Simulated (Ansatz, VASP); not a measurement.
**MoS2 in VASP and in Ansatz**

```
Mo S
1.0
     1.58759    0.91660    6.19394
    -1.58759    0.91660    6.19394
     0.00000   -1.83319    6.19394
Mo S
1 2
Direct
  0.99999 0.99999 0.99999
  0.41700 0.41700 0.41700
  0.24968 0.24968 0.24968
```

Alike in both runs: task single point; functional r2SCAN; k mesh 6 × 6 × 6; occupations gaussian, width 0.2 eV; no spin polarisation.

|  | VASP | Ansatz |
| --- | --- | --- |
| version | VASP 6.6.1 | Ansatz 0.2.0 |
| potentials or method | VASP PAW PBE potentials, release 64 (Mo_sv, S) | plane waves |
| plane-wave cutoff (eV) | 520 | 500 |
| valence electrons in the cell | 26 | 26 |

Ansatz gave:

* pressure (GPa): 1.2
* traceless stress, the component that is largest in VASP (GPa): -0.07
* rms of the force components (eV/Å): 0.024

**Question.** Which values does VASP return?

**Answer.** Pressure (GPa): 1.2; traceless stress, the component that is largest in VASP (GPa): -0.13; rms of the force components (eV/Å): 0.022.

VASP's potentials were made for PBE, not for r2SCAN. Atom by atom the forces differ by 0.002 eV/Å (rms over components).
